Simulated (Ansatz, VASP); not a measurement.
**Two plane-wave programs on Cu**

INCAR

```
ALGO     = Fast           # electronic algorithm
EDIFF    = 1E-6           # SCF threshold, eV
ENCUT    = 520            # plane-wave cutoff, eV
GGA      = PE             # functional
ISIF     = 2              # what is computed and relaxed
ISMEAR   = 0              # smearing method
LASPH    = T              # aspherical terms in the spheres
LCHARG   = F              # write CHGCAR
LREAL    = F              # projectors in reciprocal space
LWAVE    = F              # write WAVECAR
NBANDS   = 12             # bands
NELM     = 60             # most SCF steps
PREC     = Accurate       # precision mode
SIGMA    = 0.15           # smearing width, eV
```

The input KPOINTS:

```
k-points
0
Gamma
  24 24 24
```

The input POSCAR:

```
Cu
1.0
   -1.5192006003      1.5192006003      1.3689516609
    1.5192006003     -1.5192006003      1.3689516609
    1.5192006003      1.5192006003     -1.3689516609
Cu
1
Direct
    0.0000000000      0.0000000000      0.0000000000
```

Input for Ansatz:

```yaml
crystal:
  lattice:
    - [-1.5192006003, 1.5192006003, 1.3689516609]
    - [1.5192006003, -1.5192006003, 1.3689516609]
    - [1.5192006003, 1.5192006003, -1.3689516609]
  atoms:
    - { symbol: Cu, position: [0.0, 0.0, 0.0] }
basis:
  ecutwfc: 520.0
kpoints:
  mp_grid: { grid: [24, 24, 24] }
hamiltonian:
  xc: pbe
  pseudopotentials: { kind: paw, azcp: { folder: soft_1 } }
scf:
  occupations: { method: gaussian, width: 0.15 }
output:
  forces: true
  stress: true
  eigenvalues: true
```

Alike in both runs: task single point; functional PBE; k mesh 24 × 24 × 24; occupations gaussian, width 0.15 eV; no spin polarisation.

|  | VASP | Ansatz |
| --- | --- | --- |
| version | VASP 6.6.1 | Ansatz 0.2.0 |
| potentials or method | VASP PAW PBE potentials, release 64 (Cu), cutoff 520 eV | scalar-relativistic, plane waves, PAW |
| valence electrons in the cell | 11 | 19 |

```tsv
	VASP	Ansatz	Ansatz less VASP
gap on the k mesh at the Fermi level (eV)	none	none	-
pressure (GPa)	-5.3	-6.1	-0.78
traceless stress, the component that is largest in VASP (GPa)	0.34	0.32	-0.024
```

A gap of «none» marks a metal or a gap that the smearing closes. VASP's potentials hold 11 valence electrons a cell and Ansatz's 19, so a difference there can come from the potentials and not from the codes.
